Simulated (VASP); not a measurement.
# Si4O (Pm-3m) in VASP: further runs

Runs on Si4O. Level: PBE. Tasks: single point, relaxation of cell and atoms.

All numbers are computed with VASP 6.6.1; they aren't measurements. Logs are shortened: lines on timing, memory, paths and dates and some standing lists are left out, and cuts for length are marked.

### Step 1. The cell of the first run

The structure is cubic, space group Pm-3m (No. 221). Conventional cell: a = 4.140 Å, b = 4.140 Å, c = 4.140 Å, α = 90.00°, β = 90.00°, γ = 90.00°. Si (site symmetry m-3m) has 12 Si at 2.93 Å and 8 O at 3.59 Å within 3.9 Å. Within 2.7 Å of Si (site symmetry 4/mmm) lie 2 O at 2.07 Å. O (site symmetry m-3m) has 6 Si at 2.07 Å within 2.7 Å.

The cell was built from a structure type or drawn by symmetry, and may not be a known phase.

### Step 2. Single point, PBE

INCAR

```
SYSTEM = Si4O
PREC = Accurate ; ENCUT = 520
EDIFF = 1E-7 ; ISMEAR = 0
SIGMA = 0.1 ; LREAL = .False.
LASPH = .True. ; NELM = 60
ALGO = Normal ; ISIF = 2
LWAVE = .False. ; LCHARG = .False.
GGA = PE ; NBANDS = 19
```

KPOINTS

```
regular mesh
0
Gamma
  4 4 4
  0 0 0
```

POSCAR

```
Si4O
1.0
    4.1399645400      0.0000000000      0.0000000000
    0.0000000000      4.1399645400      0.0000000000
    0.0000000000      0.0000000000      4.1399645400
Si O
4 1
Direct
    0.0000000000      0.0000000000      0.0000000000
    0.5000000000      0.5000000000      0.0000000000
    0.5000000000      0.0000000000      0.5000000000
    0.0000000000      0.5000000000      0.5000000000
    0.5000000000      0.5000000000      0.5000000000
```

Potentials or basis: VASP PAW PBE potentials, release 64 (Si, O).

Command:

```bash
$ cat potpaw_PBE.64/Si/POTCAR potpaw_PBE.64/O/POTCAR > POTCAR
$ mpirun -np 1 vasp_std > vasp.out
```

OUTCAR:

```text
SYSTEM = Si4O
   PREC = Accurate
   ENCUT = 520
   EDIFF = 1E-7
   ISMEAR = 0
   LREAL = .False.
   LASPH = .True.
   NELM = 60
   ISIF = 2
   GGA = PE

 ion  position               nearest neighbor table
   1  0.000  0.000  0.000-   2 2.93   3 2.93   4 2.93   3 2.93   4 2.93   2 2.93   4 2.93   4 2.93
                             2 2.93   3 2.93   3 2.93   2 2.93
   2  0.500  0.500  0.000-   5 2.07   5 2.07   4 2.93   1 2.93   3 2.93   4 2.93   3 2.93   1 2.93
                             3 2.93   3 2.93   1 2.93   4 2.93   4 2.93   1 2.93
   3  0.500  0.000  0.500-   5 2.07   5 2.07   4 2.93   1 2.93   1 2.93   2 2.93   2 2.93   4 2.93
                             2 2.93   2 2.93   1 2.93   4 2.93   1 2.93   4 2.93
   4  0.000  0.500  0.500-   5 2.07   5 2.07   3 2.93   1 2.93   1 2.93   2 2.93   1 2.93   3 2.93
                             1 2.93   2 2.93   3 2.93   2 2.93   2 2.93   3 2.93
   5  0.500  0.500  0.500-   2 2.07   3 2.07   4 2.07   2 2.07   3 2.07   4 2.07

  LATTYP: Found a simple cubic cell.
 ALAT       =     4.1399645400

  Lattice vectors:

 A1 = (   4.1399645400,   0.0000000000,   0.0000000000)
 A2 = (   0.0000000000,   4.1399645400,   0.0000000000)
 A3 = (   0.0000000000,   0.0000000000,   4.1399645400)

Analysis of symmetry for initial positions (statically):
=====================================================================
 Subroutine PRICEL returns:
 Original cell was already a primitive cell.

 Routine SETGRP: Setting up the symmetry group for a
 simple cubic supercell.

 Subroutine GETGRP returns: Found 48 space group operations
 (whereof 48 operations were pure point group operations)
 out of a pool of 48 trial point group operations.

The static configuration has the point symmetry O_h .

Analysis of symmetry for dynamics (positions and initial velocities):
=====================================================================
 Subroutine PRICEL returns:
 Original cell was already a primitive cell.

 Routine SETGRP: Setting up the symmetry group for a
 simple cubic supercell.

 Subroutine GETGRP returns: Found 48 space group operations
 (whereof 48 operations were pure point group operations)
 out of a pool of 48 trial point group operations.

The dynamic configuration has the point symmetry O_h .

 Subroutine INISYM returns: Found 48 space group operations
 (whereof 48 operations are pure point group operations),
 and found     1 'primitive' translations

----------------------------------------------------------------------------------------

                                     Primitive cell

  volume of cell :      70.9561

  direct lattice vectors                    reciprocal lattice vectors
     4.139964540  0.000000000  0.000000000     0.241547963  0.000000000  0.000000000
     0.000000000  4.139964540  0.000000000     0.000000000  0.241547963  0.000000000
     0.000000000  0.000000000  4.139964540     0.000000000  0.000000000  0.241547963

  length of vectors
     4.139964540  4.139964540  4.139964540     0.241547963  0.241547963  0.241547963

  position of ions in fractional coordinates (direct lattice)
     0.000000000  0.000000000  0.000000000
     0.500000000  0.500000000  0.000000000
     0.500000000  0.000000000  0.500000000
     0.000000000  0.500000000  0.500000000
     0.500000000  0.500000000  0.500000000

  ion indices of the primitive-cell ions
   primitive index   ion index
                 1           1
                 2           2
                 3           3
                 4           4
                 5           5

----------------------------------------------------------------------------------------

 KPOINTS: regular mesh

Automatic generation of k-mesh.
 Grid dimensions read from file:
 generate k-points for:    4    4    4

 Generating k-lattice:

  Cartesian coordinates                     Fractional coordinates (reciprocal lattice)
     0.060386991  0.000000000  0.000000000     0.250000000  0.000000000  0.000000000
     0.000000000  0.060386991  0.000000000     0.000000000  0.250000000  0.000000000
     0.000000000  0.000000000  0.060386991     0.000000000  0.000000000  0.250000000

  Length of vectors
     0.060386991  0.060386991  0.060386991

  Shift w.r.t. Gamma in fractional coordinates (k-lattice)
     0.000000000  0.000000000  0.000000000

 Subroutine IBZKPT returns following result:
 ===========================================

 Found     10 irreducible k-points:

 Following reciprocal coordinates:
            Coordinates               Weight
  0.000000  0.000000  0.000000      1.000000
  0.250000  0.000000  0.000000      6.000000
  0.500000  0.000000  0.000000      3.000000
  0.250000  0.250000  0.000000     12.000000
  0.500000  0.250000  0.000000     12.000000
  0.500000  0.500000  0.000000      3.000000
  0.250000  0.250000  0.250000      8.000000
  0.500000  0.250000  0.250000     12.000000
  0.500000  0.500000  0.250000      6.000000
  0.500000  0.500000  0.500000      1.000000
   k-points           NKPTS =     10   k-points in BZ     NKDIM =     10   number of bands    NBANDS=     19
   number of dos      NEDOS =    301   number of ions     NIONS =      5
   total plane-waves  NPLWV =  32768
   dimension x,y,z NGX =    32 NGY =   32 NGZ =   32
   dimension x,y,z NGXF=    64 NGYF=   64 NGZF=   64
   ions per type =               4   1
   NGX,Y,Z   is equivalent  to a cutoff of  12.85, 12.85, 12.85 a.u.
   NGXF,Y,Z  is equivalent  to a cutoff of  25.70, 25.70, 25.70 a.u.
 SYSTEM =  Si4O
   PREC   = accura    normal or accurate (medium, high low for compatibility)
   ISTART =      0    job   : 0-new  1-cont  2-samecut
   ICHARG =      2    charge: 1-file 2-atom 10-const
   ISPIN  =      1    spin polarized calculation?
   LNONCOLLINEAR =      F non collinear calculations
   LSORBIT =      F    spin-orbit coupling
   LASPH  =      T    aspherical Exc in radial PAW
   ENCUT  =  520.0 eV  38.22 Ry    6.18 a.u.   7.70  7.70  7.70*2*pi/ulx,y,z
   NELM   =     60;   NELMIN=  2; NELMDL= -5     # of ELM steps
   EDIFF  = 0.1E-06   stopping-criterion for ELM
   LREAL  =      F    real-space projection
   EDIFFG = 0.1E-05   stopping-criterion for IOM
   NSW    =      0    number of steps for IOM
   IBRION =     -1    ionic relax: 0-MD 1-quasi-New 2-CG
   NFREE  =      0    steps in history (QN), initial steepest desc. (CG)
   ISIF   =      2    stress and relaxation
   ISYM   =      2    0-nonsym 1-usesym 2-fastsym
   POTIM  = 0.5000    time-step for ionic-motion
   TEBEG  =    0.0;   TEEND  =   0.0 temperature during run
   PSTRESS=    0.0 pullay stress
   NELECT =      22.0000    total number of electrons
   NUPDOWN=      -1.0000    fix difference up-down
   EMIN   =  10.00;   EMAX   =-10.00  energy-range for DOS
   EFERMI =   0.00;   METHOD = LEGACY
   ISMEAR =     0;   SIGMA  =   0.10  broadening in eV -4-tet -1-fermi 0-gaus
   EFERMI_NEDOS =   21; number of points for ismear=-14 and -15
   IALGO  =     38    algorithm
   IMIX   =      4    mixing-type and parameters
     AMIX     =   0.40;   BMIX     =  1.00
     AMIX_MAG =   1.60;   BMIX_MAG =  1.00
  volume/ion in A,a.u.               =      14.19        95.77
  Fermi-wavevector in a.u.,A,eV,Ry     =   1.108032  2.093878 16.704358  1.227736
  Thomas-Fermi vector in A             =   2.244554
   LORBIT       =      0    0 simple, 1 ext, 2 COOP (PROOUT), +10 PAW based schemes
   GGA     = PE    functional components
   LHFCALC =     F    Hartree Fock is set to
   AEXX    =    0.0000 exact exchange contribution
   IVDW    =     0    specifies the selected vdW correction
   LEPSILON=     F    determine dielectric tensor
   LRPA    =     F    only Hartree local field effects (RPA)
 non-spin polarized calculation
 Gauss-broadening in eV      SIGMA  =   0.10
  energy-cutoff  :      520.00
  volume of cell :       70.96
 maximum number of plane-waves:      1936
 NGX is ok and might be reduce to    32
   NGX = 15   NGY = 15   NGZ = 15

 number of electron      22.0000003 magnetization

 Free energy of the ion-electron system (eV)
  ---------------------------------------------------
  ext. energy  EPLUGINS =         0.00000000
  ---------------------------------------------------
  free energy    TOTEN  =       -24.98338845 eV

  energy without entropy =      -24.96665974  energy(sigma->0) =      -24.97502410

 E-fermi :   8.4858     XC(G=0): -10.8988

 val. band max:        8.4450761415   @ k =   0.2500   0.2500   0.2500
 cond. band min:       8.4960961041   @ k =   0.5000   0.2500   0.0000
 fundamental gap:      0.0510199626
 Fermi energy:         8.4858338908

 k-point     1 :       0.0000    0.0000    0.0000
  band No.  band energies     occupation
      1     -13.1827      2.00000
      2      -2.4614      2.00000
      3      -0.0630      2.00000
      4      -0.0630      2.00000
      5      -0.0630      2.00000
      6       3.7040      2.00000
[... 11 lines left out ...]
     18      14.2716      0.00000
     19      14.2716      0.00000

 k-point     2 :       0.2500    0.0000    0.0000
  band No.  band energies     occupation
      1     -13.1303      2.00000
      2      -2.7202      2.00000
      3      -0.2407      2.00000
      4       0.0648      2.00000
      5       0.0648      2.00000
      6       3.3176      2.00000
[... 11 lines left out ...]
     18      13.5420      0.00000
     19      15.8280      0.00000

 k-point     3 :       0.5000    0.0000    0.0000
  band No.  band energies     occupation
      1     -13.0765      2.00000
      2      -3.0548      2.00000
      3       0.0868      2.00000
      4       0.2050      2.00000
      5       0.2050      2.00000
      6       2.0661      2.00000
[... 126 lines left out ...]
      1     -12.9399      2.00000
      2      -1.8344      2.00000
      3      -1.8344      2.00000
      4      -0.8361      2.00000
      5       0.6664      2.00000
      6       3.7452      2.00000
[... 11 lines left out ...]
     18      14.9357      0.00000
     19      15.4979      0.00000

 k-point    10 :       0.5000    0.5000    0.5000
  band No.  band energies     occupation
      1     -12.8965      2.00000
      2      -1.5286      2.00000
      3      -1.5286      2.00000
      4      -1.5286      2.00000
      5       1.7280      2.00000
      6       2.8401      2.00000
[... 11 lines left out ...]
     18      15.3680      0.00000
     19      15.3680      0.00000

------------------------ aborting loop because EDIFF is reached ----------------------------------------

  FORCE on cell =-STRESS in cart. coord.  units (eV):
  Direction    XX          YY          ZZ          XY          YZ          ZX
  --------------------------------------------------------------------------------------
  -------------------------------------------------------------------------------------
  Total        1.1833322      1.1833322      1.1833322     -0.0000000     -0.0000000     -0.0000000
  in kB       26.7194433     26.7194433     26.7194433     -0.0000000     -0.0000000     -0.0000000
  external PRESSURE =      26.7194433 kB  Pullay stress =       0.0000000 kB

 VOLUME and BASIS-vectors are now :
 -----------------------------------------------------------------------------
  energy-cutoff  :      520.00
  volume of cell :       70.96
      direct lattice vectors                 reciprocal lattice vectors
     4.139964540  0.000000000  0.000000000     0.241547963  0.000000000  0.000000000
     0.000000000  4.139964540  0.000000000     0.000000000  0.241547963  0.000000000
     0.000000000  0.000000000  4.139964540     0.000000000  0.000000000  0.241547963

 POSITION                                       TOTAL-FORCE (eV/Angst)
 -----------------------------------------------------------------------------------
      0.00000      0.00000      0.00000         0.000000      0.000000      0.000000
      2.06998      2.06998      0.00000         0.000000      0.000000      0.000000
      2.06998      0.00000      2.06998         0.000000      0.000000      0.000000
      0.00000      2.06998      2.06998         0.000000      0.000000      0.000000
      2.06998      2.06998      2.06998         0.000000      0.000000      0.000000
 -----------------------------------------------------------------------------------
    total drift:                                0.000000     -0.000000     -0.000000

  FREE ENERGIE OF THE ION-ELECTRON SYSTEM (eV)
  ---------------------------------------------------
  free  energy   TOTEN  =       -24.9833884491 eV

  energy  without entropy=      -24.9666597431  energy(sigma->0) =      -24.97502410
```

Run time: 13 s. Hardware: 1 thread of Intel Xeon Platinum 8488C (Sapphire Rapids), shared host; peak memory 0.17 GiB.

Results:

| Property | Result |
| --- | --- |
| Free energy | -24.9834 eV |
| Pressure | 2.7 GPa |
| Band gap on the k mesh | zero (bands 11 and 12 overlap by 0.77 eV) |

Levels at points of the mesh, in eV from the Fermi level:
| k point | band 9 | band 10 | band 11 | band 12 | band 13 | band 14 |
| --- | --- | --- | --- | --- | --- | --- |
| (0.00, 0.00, 0.00) | -1.88 | -1.88 | -1.88 | 2.61 | 2.61 | 2.61 |
| (0.50, 0.00, 0.00) | -2.37 | -0.78 | -0.52 | 0.77 | 0.77 | 2.73 |
| (0.50, 0.50, 0.00) | -0.61 | -0.61 | -0.21 | -0.15 | 1.00 | 1.00 |
| (0.50, 0.50, 0.50) | -1.78 | -1.78 | -1.78 | 0.53 | 5.56 | 5.56 |

Caveat: the k points lie up to 0.38 Å⁻¹ apart, too coarse for converged energies and pressures of a metal.

### Step 3. Single point, PBE

This run uses another cell than the first one, of 14.56 Å³/atom.

INCAR

```
SYSTEM = Si4O
PREC = Accurate
ENCUT = 520
EDIFF = 1E-6
ISMEAR = 0
SIGMA = 0.1
LREAL = .FALSE.
LASPH = .TRUE.
NELM = 80
ALGO = Normal
ISIF = 2
LWAVE = .FALSE.
LCHARG = .FALSE.
GGA = PE
NBANDS = 19
```

KPOINTS

```
regular mesh
0
G
  10 10 10
  0 0 0
```

POSCAR, as its differences from that of step 2:

```diff
@@ -2,5 +2,5 @@
 1.0
-    4.1399645400      0.0000000000      0.0000000000
-    0.0000000000      4.1399645400      0.0000000000
-    0.0000000000      0.0000000000      4.1399645400
+    4.1751014904      0.0000000000      0.0000000000
+    0.0000000000      4.1751014904      0.0000000000
+    0.0000000000      0.0000000000      4.1751014904
 Si O
```

Potentials or basis: VASP PAW PBE potentials, release 64 (Si, O).

Command:

```bash
$ cat potpaw_PBE.64/Si/POTCAR potpaw_PBE.64/O/POTCAR > POTCAR
$ mpirun -np 1 vasp_std > vasp.out
```

Wall time 50 s (1 thread of Intel Xeon Platinum 8488C (Sapphire Rapids), shared host); peak memory 0.2 GiB.

Results (log left out):

- Free energy: -24.8760 eV
- Pressure: 0.1 GPa
- Band gap on the k mesh: zero (bands 11 and 12 overlap by 1.08 eV)

Levels at points of the mesh, in eV from the Fermi level:
| k point | band 8 | band 9 | band 10 | band 11 | band 12 | band 13 | band 14 | band 15 |
| --- | --- | --- | --- | --- | --- | --- | --- | --- |
| (0.00, 0.00, 0.00) | -2.42 | -2.04 | -2.04 | -2.04 | 2.35 | 2.35 | 2.35 | 4.19 |
| (0.50, 0.00, 0.00) | -2.51 | -2.51 | -0.92 | -0.83 | 0.58 | 0.58 | 2.45 | 3.56 |
| (0.50, 0.50, 0.00) | -3.91 | -0.75 | -0.75 | -0.48 | -0.36 | 0.70 | 0.70 | 2.40 |
| (0.50, 0.50, 0.50) | -5.72 | -1.97 | -1.97 | -1.97 | 0.28 | 5.26 | 5.26 | 6.46 |

### Step 4. Relaxation of cell and atoms, PBE

INCAR

```
SYSTEM = Si4O
  ALGO = Normal
  EDIFF = 1E-6
  EDIFFG = -0.01
  ENCUT = 600
  GGA = PE
  IBRION = 2
  ISIF = 3
  ISMEAR = 0
  LASPH = .TRUE.
  LCHARG = .FALSE.
  LREAL = .FALSE.
  LWAVE = .FALSE.
  NELM = 80
  NSW = 100
  PREC = Accurate
  SIGMA = 0.1
```

KPOINTS

```
k-points
0
G
  10 10 10
  0 0 0
```

POSCAR, as its differences from that of step 3:

```diff
@@ -2,5 +2,5 @@
 1.0
-    4.1751014904      0.0000000000      0.0000000000
-    0.0000000000      4.1751014904      0.0000000000
-    0.0000000000      0.0000000000      4.1751014904
+    4.1399645400      0.0000000000      0.0000000000
+    0.0000000000      4.1399645400      0.0000000000
+    0.0000000000      0.0000000000      4.1399645400
 Si O
```

Command:

```bash
$ cat potpaw_PBE.64/Si/POTCAR potpaw_PBE.64/O/POTCAR > POTCAR
$ mpirun -np 1 vasp_std > vasp.out
```

Run time: 1.8 min. Hardware: 1 thread of Intel Xeon Platinum 8488C (Sapphire Rapids), shared host; peak memory 0.24 GiB.

Results (log left out):

```
Free energy                           : -24.8778 eV
Relaxed volume                        : 14.55 Å³/atom
Relaxed cell                          : a = 4.174 Å, b = 4.174 Å, c = 4.174 Å, α = 90.00°, β = 90.00°, γ = 90.00°
Space group after relaxing (to 0.1 Å) : Pm-3m (No. 221)
Energy gained by relaxing             : 2.2 meV/atom
Ionic steps                           : 2
Pressure after relaxing               : 0.1 GPa
Band gap on the k mesh                : zero (bands 11 and 12 overlap by 1.08 eV)
```

The path:
```csv
step,energy change (eV),largest force (eV/Å),pressure (GPa),volume (Å³)
1,0.0000,0.0000,1.94,70.96
2,-0.0112,0.0000,0.06,72.74
```

Final structure:
```
CELL_PARAMETERS angstrom
4.17432 0.00000 0.00000
0.00000 4.17432 0.00000
0.00000 0.00000 4.17432
ATOMIC_POSITIONS crystal
Si 0.00000 0.00000 0.00000
Si 0.50000 0.50000 0.00000
Si 0.50000 0.00000 0.50000
Si 0.00000 0.50000 0.50000
O 0.50000 0.50000 0.50000
```

Levels at points of the mesh, in eV from the Fermi level:
| k point | band 9 | band 10 | band 11 | band 12 | band 13 | band 14 |
| --- | --- | --- | --- | --- | --- | --- |
| (0.00, 0.00, 0.00) | -2.04 | -2.04 | -2.04 | 2.35 | 2.35 | 2.35 |
| (0.50, 0.00, 0.00) | -2.51 | -0.92 | -0.82 | 0.57 | 0.57 | 2.45 |
| (0.50, 0.50, 0.00) | -0.76 | -0.76 | -0.48 | -0.36 | 0.70 | 0.70 |
| (0.50, 0.50, 0.50) | -1.97 | -1.97 | -1.97 | 0.28 | 5.26 | 5.26 |

### Step 5. Overview

```csv
task,cell,k mesh,cutoff (eV),gap on the mesh (eV),pressure (GPa)
single point,"a = 4.140 Å, 5 atoms",4 × 4 × 4,520,none,2.7
single point,"a = 4.175 Å, 5 atoms",10 × 10 × 10,520,none,0.1
relaxation of cell and atoms,"relaxed from a = 4.140 Å, 5 atoms",10 × 10 × 10,600,none,0.1
```

Alike in all rows: level PBE; potentials or basis VASP PAW PBE potentials, release 64 (Si, O); no spin polarisation; smearing gaussian 0.1 eV.

Caveats: some runs use coarse meshes.

Absolute energies hang on the potentials; compare differences alone.
